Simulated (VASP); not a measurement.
# CO2 (Pa-3) in VASP: dielectric tensor with r2SCAN

Aim: the dielectric tensor of CO2 with r2SCAN.

All numbers are computed with VASP 6.6.1; they aren't measurements. Logs are shortened: lines on timing, memory, paths and dates and some standing lists are left out, and cuts for length are marked.

## (1) The cell of the first run

The structure is cubic, space group Pa-3 (No. 205). The conventional cell has a = 5.442 Å, b = 5.442 Å, c = 5.442 Å, α = 90.00°, β = 90.00°, γ = 90.00°. Within 1.6 Å of C (site symmetry -3) lie 2 O at 1.16 Å. Within 1.6 Å of O (site symmetry 3) lie 1 C at 1.16 Å.

## (2) Dielectric tensor, r2SCAN

Contents of INCAR:

```
SYSTEM = CO2
  ALGO = Normal
  EDIFF = 1E-7
  ENCUT = 580
  GGA_COMPAT = .FALSE.
  ISIF = 2
  ISMEAR = 0
  KPAR = 4
  LASPH = .TRUE.
  LCALCEPS = .TRUE.
  LCHARG = .FALSE.
  LMIXTAU = .TRUE.
  LREAL = .FALSE.
  LWAVE = .FALSE.
  METAGGA = R2SCAN
  NELM = 120
  PREC = Accurate
  SIGMA = 0.01
```

Contents of KPOINTS:

```
k-points
0
G
  4 4 4
  0 0 0
```

Contents of POSCAR:

```
CO2
1.0
    5.4422668343      0.0000000000      0.0000000000
    0.0000000000      5.4422668343      0.0000000000
    0.0000000000      0.0000000000      5.4422668343
C O
4 8
Direct
    0.0000000000      0.0000000000      0.0000000000
    0.5000000000      0.0000000000      0.5000000000
    0.5000000000      0.5000000000      0.0000000000
    0.0000000000      0.5000000000      0.5000000000
    0.1230864356      0.1230864356      0.1230864356
    0.3769135644      0.8769135644      0.6230864356
    0.6230864356      0.3769135644      0.8769135644
    0.8769135644      0.6230864356      0.3769135644
    0.8769135644      0.8769135644      0.8769135644
    0.6230864356      0.1230864356      0.3769135644
    0.3769135644      0.6230864356      0.1230864356
    0.1230864356      0.3769135644      0.6230864356
```

Potentials or basis: VASP PAW PBE potentials, release 64 (C, O).

The run is started by

```sh
$ cat potpaw_PBE.64/C/POTCAR potpaw_PBE.64/O/POTCAR > POTCAR
$ mpirun -np 4 vasp_std > vasp.out
```

OUTCAR:

```text
SYSTEM = CO2
   EDIFF = 1E-7
   ENCUT = 580
   ISIF = 2
   ISMEAR = 0
   LASPH = .TRUE.
   LREAL = .FALSE.
   METAGGA = R2SCAN
   NELM = 120
   PREC = Accurate

 ion  position               nearest neighbor table
   1  0.000  0.000  0.000-   5 1.16   9 1.16
   2  0.500  0.000  0.500-   6 1.16  10 1.16
   3  0.500  0.500  0.000-   7 1.16  11 1.16
   4  0.000  0.500  0.500-   8 1.16  12 1.16
   5  0.123  0.123  0.123-   1 1.16
   6  0.377  0.877  0.623-   2 1.16
   7  0.623  0.377  0.877-   3 1.16
   8  0.877  0.623  0.377-   4 1.16
   9  0.877  0.877  0.877-   1 1.16
  10  0.623  0.123  0.377-   2 1.16
  11  0.377  0.623  0.123-   3 1.16
  12  0.123  0.377  0.623-   4 1.16

  LATTYP: Found a simple cubic cell.
 ALAT       =     5.4422668343

  Lattice vectors:

 A1 = (   5.4422668343,   0.0000000000,   0.0000000000)
 A2 = (   0.0000000000,   5.4422668343,   0.0000000000)
 A3 = (   0.0000000000,   0.0000000000,   5.4422668343)

Analysis of symmetry for initial positions (statically):
=====================================================================
 Subroutine PRICEL returns:
 Original cell was already a primitive cell.

 Routine SETGRP: Setting up the symmetry group for a
 simple cubic supercell.

 Subroutine GETGRP returns: Found 24 space group operations
 (whereof  6 operations were pure point group operations)
 out of a pool of 48 trial point group operations.

The static configuration has the point symmetry S_6 .
 The point group associated with its full space group is T_h .

Analysis of symmetry for dynamics (positions and initial velocities):
=====================================================================
 Subroutine PRICEL returns:
 Original cell was already a primitive cell.

 Routine SETGRP: Setting up the symmetry group for a
 simple cubic supercell.

 Subroutine GETGRP returns: Found 24 space group operations
 (whereof  6 operations were pure point group operations)
 out of a pool of 48 trial point group operations.

The dynamic configuration has the point symmetry S_6 .
 The point group associated with its full space group is T_h .

 Subroutine INISYM returns: Found 24 space group operations
 (whereof  6 operations are pure point group operations),
 and found     1 'primitive' translations

----------------------------------------------------------------------------------------

                                     Primitive cell

  volume of cell :     161.1905

  direct lattice vectors                    reciprocal lattice vectors
     5.442266834  0.000000000  0.000000000     0.183746963  0.000000000  0.000000000
     0.000000000  5.442266834  0.000000000     0.000000000  0.183746963  0.000000000
     0.000000000  0.000000000  5.442266834     0.000000000  0.000000000  0.183746963

  length of vectors
     5.442266834  5.442266834  5.442266834     0.183746963  0.183746963  0.183746963

  position of ions in fractional coordinates (direct lattice)
     0.000000000  0.000000000  0.000000000
     0.500000000  0.000000000  0.500000000
     0.500000000  0.500000000  0.000000000
     0.000000000  0.500000000  0.500000000
     0.123086436  0.123086436  0.123086436
     0.376913564  0.876913564  0.623086436
     0.623086436  0.376913564  0.876913564
     0.876913564  0.623086436  0.376913564
     0.876913564  0.876913564  0.876913564
     0.623086436  0.123086436  0.376913564
     0.376913564  0.623086436  0.123086436
     0.123086436  0.376913564  0.623086436

  ion indices of the primitive-cell ions
   primitive index   ion index
                 1           1
                 2           2
                 3           3
                 4           4
                 5           5
                 6           6
                 7           7
                 8           8
                 9           9
                10          10
                11          11
                12          12

----------------------------------------------------------------------------------------

 KPOINTS: k-points

Automatic generation of k-mesh.
 Grid dimensions read from file:
 generate k-points for:    4    4    4

 Generating k-lattice:

  Cartesian coordinates                     Fractional coordinates (reciprocal lattice)
     0.045936741  0.000000000  0.000000000     0.250000000  0.000000000  0.000000000
     0.000000000  0.045936741  0.000000000     0.000000000  0.250000000  0.000000000
[... 30 lines left out ...]
   dimension x,y,z NGXF=    96 NGYF=   96 NGZF=   96
   ions per type =               4   8
   NGX,Y,Z   is equivalent  to a cutoff of  14.66, 14.66, 14.66 a.u.
   NGXF,Y,Z  is equivalent  to a cutoff of  29.33, 29.33, 29.33 a.u.
 SYSTEM =  CO2
   PREC   = accura    normal or accurate (medium, high low for compatibility)
   ISTART =      0    job   : 0-new  1-cont  2-samecut
   ICHARG =      2    charge: 1-file 2-atom 10-const
   ISPIN  =      1    spin polarized calculation?
   LNONCOLLINEAR =      F non collinear calculations
   LSORBIT =      F    spin-orbit coupling
   LASPH  =      T    aspherical Exc in radial PAW
   ENCUT  =  580.0 eV  42.63 Ry    6.53 a.u.  10.69 10.69 10.69*2*pi/ulx,y,z
   NELM   =    120;   NELMIN=  2; NELMDL= -5     # of ELM steps
   EDIFF  = 0.1E-06   stopping-criterion for ELM
   LREAL  =      F    real-space projection
   EDIFFG = 0.1E-05   stopping-criterion for IOM
   NSW    =      0    number of steps for IOM
   IBRION =     -1    ionic relax: 0-MD 1-quasi-New 2-CG
   NFREE  =      0    steps in history (QN), initial steepest desc. (CG)
   ISIF   =      2    stress and relaxation
   ISYM   =      2    0-nonsym 1-usesym 2-fastsym
   POTIM  = 0.5000    time-step for ionic-motion
   TEBEG  =    0.0;   TEEND  =   0.0 temperature during run
   PSTRESS=    0.0 pullay stress
   NELECT =      64.0000    total number of electrons
   NUPDOWN=      -1.0000    fix difference up-down
   EMIN   =  10.00;   EMAX   =-10.00  energy-range for DOS
   EFERMI =   0.00;   METHOD = LEGACY
   ISMEAR =     0;   SIGMA  =   0.01  broadening in eV -4-tet -1-fermi 0-gaus
   EFERMI_NEDOS =   21; number of points for ismear=-14 and -15
   IALGO  =     38    algorithm
   IMIX   =      4    mixing-type and parameters
     AMIX     =   0.40;   BMIX     =  1.00
     AMIX_MAG =   1.60;   BMIX_MAG =  1.00
  volume/ion in A,a.u.               =      13.43        90.65
  Fermi-wavevector in a.u.,A,eV,Ry     =   1.203248  2.273808 19.698579  1.447805
  Thomas-Fermi vector in A             =   2.339006
   LORBIT       =      0    0 simple, 1 ext, 2 COOP (PROOUT), +10 PAW based schemes
   METAGGA = R2SCAN    functional components
   LHFCALC =     F    Hartree Fock is set to
   AEXX    =    0.0000 exact exchange contribution
   IVDW    =     0    specifies the selected vdW correction
   LEPSILON=     F    determine dielectric tensor
   LRPA    =     F    only Hartree local field effects (RPA)
   LRPA       =     F
 non-spin polarized calculation
 Gauss-broadening in eV      SIGMA  =   0.01
  energy-cutoff  :      580.00
  volume of cell :      161.19
 maximum number of plane-waves:      5137
 NGX is ok and might be reduce to    48
   NGX = 21   NGY = 21   NGZ = 21

 Total electronic dipole moment: p[elc]=(     0.00000     0.00000     0.00000 ) |e| Angst

 Total electronic dipole moment: p[elc]=(    -0.00000     0.00917    -0.00000 ) |e| Angst

 number of electron      63.9999988 magnetization

 Free energy of the ion-electron system (eV)
  ---------------------------------------------------
  ext. energy  EPLUGINS =         0.00000000
  ---------------------------------------------------
  free energy    TOTEN  =      -103.05700928 eV

  energy without entropy =     -103.05700928  energy(sigma->0) =     -103.05700928

 E-fermi :  -3.4985     XC(G=0):  -8.7817

 val. band max:       -3.5698790108   @ k =   0.0000   0.0000   0.0000
 cond. band min:   10000.0000000000   @ k =   0.0000   0.0000   0.0000
 fundamental gap:  10003.5698790108
 Fermi energy:        -3.4984728049

 k-point     1 :       0.0000    0.0000    0.0000
  band No.  band energies     occupation
      1     -25.5410      2.00000
      2     -25.2570      2.00000
      3     -25.2570      2.00000
      4     -25.2570      2.00000
      5     -24.2764      2.00000
      6     -24.2764      2.00000
[... 997 lines left out ...]
     38   10000.0000      0.00000
     39   10000.0000      0.00000

 [... further k-points ...]

------------------------ aborting loop because EDIFF is reached ----------------------------------------

            Ionic dipole moment: p[ion]=(   -21.76907   -21.76907   -21.76907 ) |e| Angst

 Total electronic dipole moment: p[elc]=(     0.00000    -0.00000     0.00917 ) |e| Angst

 MACROSCOPIC STATIC DIELECTRIC TENSOR (including local field effects)
 ------------------------------------------------------
           2.029937    -0.000000     0.000000
           0.000000     2.029937     0.000000
           0.000000     0.000000     2.029937
 ------------------------------------------------------

 PIEZOELECTRIC TENSOR (including local field effects) (e Angst)
          XX          YY          ZZ          XY          YZ          ZX
  --------------------------------------------------------------------------------
  x     0.00000     0.00000     0.00000     0.00000     0.00000     0.00000
  y     0.00000     0.00000     0.00000     0.00000     0.00000     0.00000
  z     0.00000     0.00000     0.00000     0.00000     0.00000     0.00000

 PIEZOELECTRIC TENSOR (including local field effects) (C/m^2)
          XX          YY          ZZ          XY          YZ          ZX
  --------------------------------------------------------------------------------
  x     0.00000     0.00000     0.00000     0.00000     0.00000     0.00000
  y     0.00000     0.00000     0.00000     0.00000     0.00000     0.00000
  z     0.00000     0.00000     0.00000     0.00000     0.00000     0.00000

 BORN EFFECTIVE CHARGES (including local field effects) (in |e|, cummulative output)
 ---------------------------------------------------------------------------------
 ion    1
    1     1.49315     0.58256     0.70143
    2     0.70143     1.49315     0.58256
    3     0.58256     0.70143     1.49315
 ion    2
    1     1.49315     0.58256    -0.70143
    2     0.70143     1.49315    -0.58256
    3    -0.58256    -0.70143     1.49315
 ion    3
    1     1.49315    -0.58256    -0.70143
    2    -0.70143     1.49315     0.58256
    3    -0.58256     0.70143     1.49315
 ion    4
    1     1.49315    -0.58256     0.70143
    2    -0.70143     1.49315    -0.58256
    3     0.58256    -0.70143     1.49315
 ion    5
[... 17 lines left out ...]
    2    -0.37956    -0.74658    -0.36093
    3    -0.36093    -0.37956    -0.74658
 ion   10
    1    -0.74658    -0.36093     0.37956
    2    -0.37956    -0.74658     0.36093
    3     0.36093     0.37956    -0.74658
 ion   11
    1    -0.74658     0.36093     0.37956
    2     0.37956    -0.74658    -0.36093
    3     0.36093    -0.37956    -0.74658
 ion   12
    1    -0.74658     0.36093    -0.37956
    2     0.37956    -0.74658     0.36093
    3    -0.36093     0.37956    -0.74658

  FORCE on cell =-STRESS in cart. coord.  units (eV):
  Direction    XX          YY          ZZ          XY          YZ          ZX
  --------------------------------------------------------------------------------------
  -------------------------------------------------------------------------------------
  Total        2.4374257      2.4374257      2.4374257      0.0000000      0.0000000      0.0000000
  in kB       24.2271578     24.2271578     24.2271578      0.0000000      0.0000000      0.0000000
  external PRESSURE =      24.2271578 kB  Pullay stress =       0.0000000 kB

 VOLUME and BASIS-vectors are now :
 -----------------------------------------------------------------------------
  energy-cutoff  :      580.00
  volume of cell :      161.19
      direct lattice vectors                 reciprocal lattice vectors
     5.442266834  0.000000000  0.000000000     0.183746963  0.000000000  0.000000000
     0.000000000  5.442266834  0.000000000     0.000000000  0.183746963  0.000000000
     0.000000000  0.000000000  5.442266834     0.000000000  0.000000000  0.183746963

 POSITION                                       TOTAL-FORCE (eV/Angst)
 -----------------------------------------------------------------------------------
      0.00000      0.00000      0.00000        -0.000000     -0.000000     -0.000000
      2.72113      0.00000      2.72113        -0.000000     -0.000000     -0.000000
      2.72113      2.72113      0.00000        -0.000000     -0.000000     -0.000000
      0.00000      2.72113      2.72113        -0.000000     -0.000000     -0.000000
      0.66987      0.66987      0.66987         0.394498      0.394498      0.394498
      2.05126      4.77240      3.39100        -0.394498     -0.394498      0.394498
      3.39100      2.05126      4.77240         0.394498     -0.394498     -0.394498
      4.77240      3.39100      2.05126        -0.394498      0.394498     -0.394498
      4.77240      4.77240      4.77240        -0.394498     -0.394498     -0.394498
      3.39100      0.66987      2.05126         0.394498      0.394498     -0.394498
      2.05126      3.39100      0.66987        -0.394498      0.394498      0.394498
      0.66987      2.05126      3.39100         0.394498     -0.394498      0.394498
 -----------------------------------------------------------------------------------
    total drift:                               -0.000000     -0.000000      0.000000

  FREE ENERGIE OF THE ION-ELECTRON SYSTEM (eV)
  ---------------------------------------------------
  free  energy   TOTEN  =      -103.0570092781 eV

  energy  without entropy=     -103.0570092781  energy(sigma->0) =     -103.05700928
```

Wall time 18 min (4 MPI ranks of Intel Xeon 6975P-C (Granite Rapids), shared host); peak memory 0.94 GiB.

Results:

- Band gap on the k mesh: 7.57 eV, direct
- Electronic dielectric tensor (diagonal): 2.03
- Born charges (mean of the diagonal): C +1.49; O -0.75 e

Electronic dielectric tensor:
```
2.03 0.00 0.00
0.00 2.03 0.00
0.00 0.00 2.03
```

Born effective charge tensors (e):
atom 1, C
```
1.49 0.58 0.70
0.70 1.49 0.58
0.58 0.70 1.49
```
atom 2, C
```
 1.49  0.58 -0.70
 0.70  1.49 -0.58
-0.58 -0.70  1.49
```
atom 3, C
```
 1.49 -0.58 -0.70
-0.70  1.49  0.58
-0.58  0.70  1.49
```
atom 4, C
```
 1.49 -0.58  0.70
-0.70  1.49 -0.58
 0.58 -0.70  1.49
```
atom 5, O
```
-0.75 -0.36 -0.38
-0.38 -0.75 -0.36
-0.36 -0.38 -0.75
```
atom 6, O
```
-0.75 -0.36  0.38
-0.38 -0.75  0.36
 0.36  0.38 -0.75
```
atom 7, O
```
-0.75  0.36  0.38
 0.38 -0.75 -0.36
 0.36 -0.38 -0.75
```
atom 8, O
```
-0.75  0.36 -0.38
 0.38 -0.75  0.36
-0.36  0.38 -0.75
```
atom 9, O
```
-0.75 -0.36 -0.38
-0.38 -0.75 -0.36
-0.36 -0.38 -0.75
```
atom 10, O
```
-0.75 -0.36  0.38
-0.38 -0.75  0.36
 0.36  0.38 -0.75
```
atom 11, O
```
-0.75  0.36  0.38
 0.38 -0.75 -0.36
 0.36 -0.38 -0.75
```
atom 12, O
```
-0.75  0.36 -0.38
 0.38 -0.75  0.36
-0.36  0.38 -0.75
```

Dipole moments of the cell (e·Å, modulo the quantum): ionic -21.769, -21.769, -21.769; electronic 0.000, 0.000, 0.009

Caveat: the PAW data sets were made with another functional, which shifts forces and pressure a little. r2SCAN opens gaps a little over a GGA but as a rule still falls short of measured ones.
